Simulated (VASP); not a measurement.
Wanted: the native input for a VASP 6.6.1 run.

| Quantity | Value |
| --- | --- |
| Task | single point |
| Functional | PBE |
| Potentials or basis | VASP PAW PBE potentials, release 64 (F) |
| Cutoff | 520 eV |
| k mesh | 11 × 11 × 5 |
| Occupations | fermi-dirac, width 0.03 eV |
| Spin | no spin polarisation |
| Dipole correction | no |
| Further INCAR settings | ALGO = Normal; EDIFF = 1e-06; NBANDS = 22 |

The structure of F lies in POSCAR:

```
F
1.0
    2.7500000000     -1.6400000000      0.0000000000
    2.7500000000      1.6400000000      0.0000000000
   -1.5360100000      0.0000000000      7.1200200000
F
4
Direct
    0.0504000000      0.0504000000      0.0996000000
    0.9496000000      0.9496000000      0.9004000000
    0.5050000000      0.5050000000      0.6000000000
    0.4950000000      0.4950000000      0.4000000000
```

One way to write it, as run:

INCAR

```
PREC = Accurate
ENCUT = 520
EDIFF = 1E-6
ISMEAR = -1
SIGMA = 0.03
LREAL = F
LASPH = T
NELM = 100
ALGO = Normal
ISIF = 2
LWAVE = F
LCHARG = F
GGA = PE
NBANDS = 22
```

KPOINTS

```
regular mesh
0
Gamma
  11 11 5
```

Potentials or basis: VASP PAW PBE potentials, release 64 (F).

Command:

```bash
$ cat potpaw_PBE.64/F/POTCAR > POTCAR
$ mpirun -np 1 vasp_std > vasp.out
```

It gave:

```
Pressure               : -1.0 GPa
Largest force          : 0.592 eV/Å
Band gap on the k mesh : 2.28 eV, direct
```

It took 2.7 min on 1 thread of Intel(R) Xeon(R) Platinum 8259CL CPU @ 2.50GHz (Skylake/Cascade Lake) (shared host), peak memory 0.28 GiB.
